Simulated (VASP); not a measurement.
Crystal: GaN.

```xyz
2
Lattice="0.0000 2.0916 2.0916 2.0916 0.0000 2.0916 2.0916 2.0916 0.0000" Properties=species:S:1:pos:R:3 pbc="T T T"
Ga    0.0000    0.0000    0.0000
N     2.0916    2.0916    2.0916
```

This cell differs from its parent crystal: volume scaled by 0.94.

Base run:

| Quantity | Value |
| --- | --- |
| Program | VASP 6.6.1 |
| Functional | PBE |
| Potentials or basis | VASP PAW PBE potentials, release 64 (Ga_d, N) |
| Cutoff | 520 eV |
| k mesh | 11 × 11 × 11 |
| Occupations | fermi-dirac, width 0.05 eV |
| Spin | no spin polarisation |

Its results: band gap on the k mesh 0.93 eV, indirect (least direct gap 3.14 eV); pressure 15.4 GPa.

Problem. The run is repeated on the same cell with these changes: functional from PBE to r2SCAN. What comes out?

Solution. Band gap on the k mesh 1.46 eV, indirect (least direct gap 3.73 eV); pressure 7.7 GPa.

r2SCAN gives the wider gap, since meta-GGAs in the generalised Kohn-Sham scheme recover part of the derivative discontinuity.

Caveats: the PAW data sets were made with another functional, which shifts forces and pressure a little (some runs).

A k mesh can miss the band edges.
